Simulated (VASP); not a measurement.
Runs of VASP 6.6.1 on BeSi. The structure is that of space group P6/mmm (No. 191), or close to it. The cells are those of the table. 

| task | cell | k mesh | cutoff (eV) | gap on the mesh (eV) | pressure (GPa) | relaxed volume (Å³/atom) |
| --- | --- | --- | --- | --- | --- | --- |
| single point | a = 2.388, b = 2.388, c = 5.970 Å, angles 90.0, 90.0, 120.0°, 2 atoms | 6 × 6 × 2 | 520 | none | (b) | - |
| single point | a = 2.471, b = 2.471, c = 4.897 Å, angles 90.0, 90.0, 120.0°, 2 atoms | 12 × 12 × 4 | 520 | none | -0.2 | - |
| single point | a = 2.496, b = 2.496, c = 4.833 Å, angles 90.0, 90.0, 120.0°, 2 atoms | 24 × 24 × 12 | 520 | none | 0.0 | - |
| relaxation of cell and atoms | relaxed from a = 2.484, b = 2.484, c = 8.114 Å, angles 90.0, 90.0, 120.0°, 2 atoms | 6 × 6 × 2 | 600 | none | 0.2 | 14.69 |
| relaxation of cell and atoms | relaxed from a = 2.388, b = 2.388, c = 5.970 Å, angles 90.0, 90.0, 120.0°, 2 atoms | 12 × 12 × 4 | 600 | none | 0.0 | 12.93 |
| single point | a = 2.484, b = 2.484, c = 8.114 Å, angles 90.0, 90.0, 120.0°, 2 atoms | 6 × 6 × 2 | 520 | none | (a) | - |

Alike in all rows: level PBE; potentials or basis VASP PAW PBE potentials, release 64 (Be, Si); no spin polarisation; smearing gaussian 0.1 eV.

Q: Fill in the values left out.

A: (a) -5.8; (b) -0.1.

Caveats: some runs use coarse meshes; the volume moved by over 15 % at a fixed basis, so the end points are rough (some runs).

A gap of «none» marks levels without a gap at the run's occupations.
